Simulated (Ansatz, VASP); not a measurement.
## GaN in VASP and in Ansatz

Contents of POSCAR:

```
GaN
1.0
    3.1273200000     -0.0205600000     -0.0059100000
   -1.5814700000      2.8051100000      0.0505700000
   -0.0096100000      0.0893200000      5.1431400000
Ga N
2 2
Direct
    0.3255800000      0.6624100000      0.0032900000
    0.6663600000      0.3282900000      0.4966200000
    0.3404400000      0.6682900000      0.3748800000
    0.6747249516      0.3391496213      0.8708034434
```

INCAR.step1

```
PREC = Accurate
ENCUT = 520
ISMEAR = 0
SIGMA = 0.01
LREAL = F
LASPH = T
NELM = 60
NBANDS = 26
GGA = PE
ALGO = Normal
EDIFF = 1E-4
LWAVE = T
LCHARG = F
```

INCAR.step2

```
PREC = Accurate
ENCUT = 520
EDIFF = 1E-6
ISMEAR = 0
SIGMA = 0.01
LREAL = F
LASPH = T
NELM = 60
ALGO = Normal
ISIF = 2
LWAVE = F
LCHARG = F
METAGGA = R2SCAN
LMIXTAU = T
NBANDS = 26
ISTART = 1
```

Contents of KPOINTS:

```
Automatic mesh
0
Gamma
  6 6 4
```

Input for Ansatz:

```yaml
crystal:
  lattice:
    - [3.12732, -0.02056, -0.00591]
    - [-1.58147, 2.80511, 0.05057]
    - [-0.00961, 0.08932, 5.14314]
  atoms:
    - { symbol: Ga, position: [0.32558, 0.66241, 0.00329] }
    - { symbol: Ga, position: [0.66636, 0.32829, 0.49662] }
    - { symbol: "N", position: [0.34044, 0.66829, 0.37488] }
    - { symbol: "N", position: [0.6747249516226328, 0.33914962131268334, 0.8708034434050614] }
basis:
  ecutwfc: 650.0
  xc_grid: 2
kpoints:
  mp_grid:
    grid: [6, 6, 4]
hamiltonian:
  xc: r2scan
scf:
  convergence:
    dr2_threshold: 1.0e-09
  occupations:
    method: fixed
output:
  forces: true
  stress: true
```

Alike in both runs: task single point; functional r2SCAN; k mesh 6 × 6 × 4; no spin polarisation.

```csv
,VASP,Ansatz
version,VASP 6.6.1,Ansatz 0.2.0
potentials or method,"VASP PAW PBE potentials, release 64 (Ga_d, N), cutoff 520 eV","plane waves, PAW"
occupations,"gaussian, width 0.01 eV",fixed
valence electrons in the cell,36,36
```

Ansatz gave:

- pressure (GPa): 2.7
- traceless stress, the component that is largest in VASP (GPa): -6.98
- rms of the force components (eV/Å): 0.416

Problem. What did VASP give for the same quantities?

Solution. Pressure (GPa): 3.9; traceless stress, the component that is largest in VASP (GPa): -7.09; rms of the force components (eV/Å): 0.423.

VASP's potentials were made for PBE, not for r2SCAN. Atom by atom the forces differ by 0.009 eV/Å (rms over components). Ansatz's warnings: stress scf threshold loose.
